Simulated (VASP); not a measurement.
# SiC (P6_3mc) in VASP: notebook, part 2 of 2

VASP 6.6.1. The steps go on from the part before.

### 5 Relaxation of cell and atoms, r2SCAN+rVV10

File POSCAR:

```
SiC
1.0
    3.0760000000      0.0000000000      0.0000000000
   -1.5380000000      2.6638940000      0.0000000000
    0.0000000000      0.0000000000      5.0480000000
Si C
2 2
Direct
    0.3333333333      0.6666666667      0.0000000000
    0.6666666667      0.3333333333      0.5000000000
    0.3333333333      0.6666666667      0.3850000000
    0.6666666667      0.3333333333      0.8850000000
```

File INCAR.step1:

```
SYSTEM = SiC
PREC = Accurate ; ENCUT = 600
ISMEAR = 0 ; SIGMA = 0.01
LREAL = .FALSE. ; LASPH = .TRUE.
NELM = 80 ; GGA = PE
ALGO = Normal ; EDIFF = 1E-4
LWAVE = .TRUE. ; LCHARG = .FALSE.
```

File INCAR.step2:

```
SYSTEM = SiC
PREC = Accurate ; ENCUT = 600
EDIFF = 1E-6 ; ISMEAR = 0
SIGMA = 0.01 ; LREAL = .FALSE.
LASPH = .TRUE. ; NELM = 80
ALGO = Normal ; ISIF = 3
LWAVE = .FALSE. ; LCHARG = .FALSE.
METAGGA = R2SCAN ; LMIXTAU = .TRUE.
LUSE_VDW = .TRUE. ; IVDW_NL = 2
BPARAM = 11.95 ; CPARAM = 0.0093
IBRION = 2 ; NSW = 80
EDIFFG = -0.02 ; ISTART = 1
```

File KPOINTS:

```
Automatic mesh
0
G
  6 6 4
  0 0 0
```

Potentials or basis: VASP PAW PBE potentials, release 64 (Si, C).

The run is started by

```sh
cat potpaw_PBE.64/Si/POTCAR potpaw_PBE.64/C/POTCAR > POTCAR
cp INCAR.step1 INCAR
mpirun -np 1 vasp_std > vasp.out
cp INCAR.step2 INCAR
mpirun -np 1 vasp_std > vasp.out
```

OUTCAR:

```text
SYSTEM = SiC
   PREC = Accurate
   ENCUT = 600
   EDIFF = 1E-6
   ISMEAR = 0
   LREAL = .FALSE.
   LASPH = .TRUE.
   NELM = 80
   ISIF = 3
   METAGGA = R2SCAN
   IVDW_NL = 2
   BPARAM = 11.95
   IBRION = 2
   NSW = 80
   EDIFFG = -0.02
   ISTART = 1

 ion  position               nearest neighbor table
   1  0.333  0.667  0.000-   4 1.87   4 1.87   4 1.87   3 1.94   2 3.09   2 3.09   2 3.09   2 3.09
                             2 3.09   2 3.09
   2  0.667  0.333  0.500-   3 1.87   3 1.87   3 1.87   4 1.94   1 3.09   1 3.09   1 3.09   1 3.09
                             1 3.09   1 3.09
   3  0.333  0.667  0.385-   2 1.87   2 1.87   2 1.87   1 1.94
   4  0.667  0.333  0.885-   1 1.87   1 1.87   1 1.87   2 1.94

  LATTYP: Found a hexagonal cell.
 ALAT       =     3.0760000000
 C/A-ratio  =     1.6410923277

  Lattice vectors:

 A1 = (   3.0760000000,   0.0000000000,   0.0000000000)
 A2 = (  -1.5380000000,   2.6638940000,   0.0000000000)
 A3 = (   0.0000000000,   0.0000000000,   5.0480000000)

Analysis of symmetry for initial positions (statically):
=====================================================================
 Subroutine PRICEL returns:
 Original cell was already a primitive cell.

[... 166 lines left out ...]

 number of electron      16.0000001 magnetization

 Free energy of the ion-electron system (eV)
  ---------------------------------------------------
  ext. energy  EPLUGINS =         0.00000000
  ---------------------------------------------------
  free energy    TOTEN  =       -38.38420375 eV

  energy without entropy =      -38.38420375  energy(sigma->0) =      -38.38420375

------------------------ aborting loop because EDIFF is reached ----------------------------------------

  FORCE on cell =-STRESS in cart. coord.  units (eV):
  Direction    XX          YY          ZZ          XY          YZ          ZX
  --------------------------------------------------------------------------------------
  -------------------------------------------------------------------------------------
  Total        0.1671472      0.1671472     -0.9200315      0.0000000     -0.0000000      0.0000000
  in kB        6.4742138      6.4742131    -35.6361404      0.0000000     -0.0000000      0.0000000
  external PRESSURE =      -7.5625712 kB  Pullay stress =       0.0000000 kB
[... 139 lines left out ...]
--------------------------------------- Ionic step        5  -------------------------------------------

 number of electron      16.0000000 magnetization

 Free energy of the ion-electron system (eV)
  ---------------------------------------------------
  ext. energy  EPLUGINS =         0.00000000
  ---------------------------------------------------
  free energy    TOTEN  =       -38.42131043 eV

  energy without entropy =      -38.42131043  energy(sigma->0) =      -38.42131043

 E-fermi :   8.2428     XC(G=0): -11.9795

 val. band max:        8.2002464802   @ k =   0.0000   0.0000   0.0000
 cond. band min:      10.8105642871   @ k =   0.3333   0.3333   0.0000
 fundamental gap:      2.6103178069
 Fermi energy:         8.2428217470

 k-point     1 :       0.0000    0.0000    0.0000
  band No.  band energies     occupation
      1      -8.2042      2.00000
      2      -4.5496      2.00000
      3      -0.8338      2.00000
      4       6.8103      2.00000
      5       6.8103      2.00000
      6       8.0936      2.00000
      7       8.2002      2.00000
      8       8.2002      2.00000
      9      13.6029      0.00000
     10      15.0089      0.00000
     11      15.4064      0.00000
     12      15.4064      0.00000
[... 329 lines left out ...]
  FREE ENERGIE OF THE ION-ELECTRON SYSTEM (eV)
  ---------------------------------------------------
  free  energy   TOTEN  =       -38.4213104339 eV

  energy  without entropy=      -38.4213104339  energy(sigma->0) =      -38.42131043

 reached required accuracy - stopping structural energy minimisation
```

It took 5.1 min on 1 thread of Intel Xeon Platinum 8559C (Emerald Rapids), shared host; peak memory 0.3 GiB.

What came out:

```yaml
Free_energy: -38.4213 eV
Relaxed_volume: 10.29 Å³/atom
Relaxed_cell: a = 3.071 Å, b = 3.071 Å, c = 5.039 Å, α = 90.00°, β = 90.00°, γ = 120.00°
Space_group_after_relaxing_to_0.1_Å: P6_3mc (No. 186)
Energy_gained_by_relaxing: 9.3 meV/atom
Ionic_steps: 5
Pressure_after_relaxing: 0.2 GPa
Largest_force_after_relaxing: 0.005 eV/Å
Band_gap_on_the_k_mesh: 2.61 eV (least direct gap 4.46 eV)
```

Forces in eV/Å, atoms in the order of the input:
```
Si   0.000  0.000  0.005
Si   0.000  0.000  0.005
C    0.000  0.000 -0.005
C    0.000  0.000 -0.005
```

Step by step:
```
step  energy change (eV)  largest force (eV/Å)  pressure (GPa)  volume (Å³)
   1              0.0000                0.7665           -0.76        41.36
   2             -0.0052                0.7076            0.84        41.07
   3             -0.0346                0.0571           -0.18        41.21
   4             -0.0369                0.0112            0.28        41.13
   5             -0.0371                0.0054            0.17        41.15
```

Final structure:
```yaml
crystal:
  lattice:
    - [3.07060, 0.00000, 0.00000]
    - [-1.53530, 2.65922, 0.00000]
    - [0.00000, 0.00000, 5.03917]
  atoms:
    - { symbol: Si, position: [0.33333, 0.66667, 0.00454] }
    - { symbol: Si, position: [0.66667, 0.33333, 0.50454] }
    - { symbol: C, position: [0.33333, 0.66667, 0.38046] }
    - { symbol: C, position: [0.66667, 0.33333, 0.88046] }
```

Caveat: the PAW data sets were made with another functional, which shifts forces and pressure a little. r2SCAN opens gaps a little over a GGA but as a rule still falls short of measured ones.

### 6 Summary

| level | gap on the mesh (eV) | pressure (GPa) | relaxed volume (Å³/atom) |
| --- | --- | --- | --- |
| RPBE | 2.37 | -0.2 | 10.64 |
| PBEsol | 2.12 | 0.2 | 10.34 |
| r2SCAN | 2.66 | 0.2 | 10.31 |
| r2SCAN+rVV10 | 2.61 | 0.2 | 10.29 |

Alike in all rows: task relaxation of cell and atoms; potentials or basis VASP PAW PBE potentials, release 64 (Si, C); no spin polarisation; cell relaxed; k mesh 6 × 6 × 4; cutoff (eV) 600; smearing gaussian 0.01 eV.

Caveats: the PAW data sets were made with another functional, which shifts forces and pressure a little.

Absolute energies hang on the potentials; compare differences alone.
